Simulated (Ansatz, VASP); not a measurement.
# AlAs in VASP and in Ansatz

```
Al As
1.0
     0.00000    2.88480    2.88480
     2.88480    0.00000    2.88480
     2.88480    2.88480    0.00000
Al As
1 1
Direct
  0.00000 0.00000 0.00000
  0.75000 0.75000 0.75000
```

Change from the starting cell: mode 4 frozen in at +0.000 Å, equal normal strain along x, y and z +0.0250.

Alike in both runs: task single point; functional LDA; k mesh 8 × 8 × 8; occupations gaussian, width 0.05 eV; no spin polarisation.

```csv
,VASP,Ansatz
version,VASP 6.6.1,Ansatz 0.2.0
potentials or method,"VASP PAW LDA potentials, release 64 (Al, As), cutoff 500 eV","scalar-relativistic, plane waves, PAW"
valence electrons in the cell,8,18
```

|  | VASP | Ansatz | Ansatz less VASP |
| --- | --- | --- | --- |
| gap on the k mesh at the Fermi level (eV) | 1.43 | 1.41 | -0.017 |
| least direct gap on the mesh (eV) | 1.44 | 1.41 | -0.031 |
| pressure (GPa) | -4.5 | -4.8 | -0.25 |

Ansatz warns that its potentials were made for another functional, while VASP's fit it. LDA's correlation is that of Perdew and Zunger in VASP and of Perdew and Wang (1992) in Ansatz. VASP's potentials hold 8 valence electrons a cell and Ansatz's 18, so a difference there can come from the potentials and not from the codes.
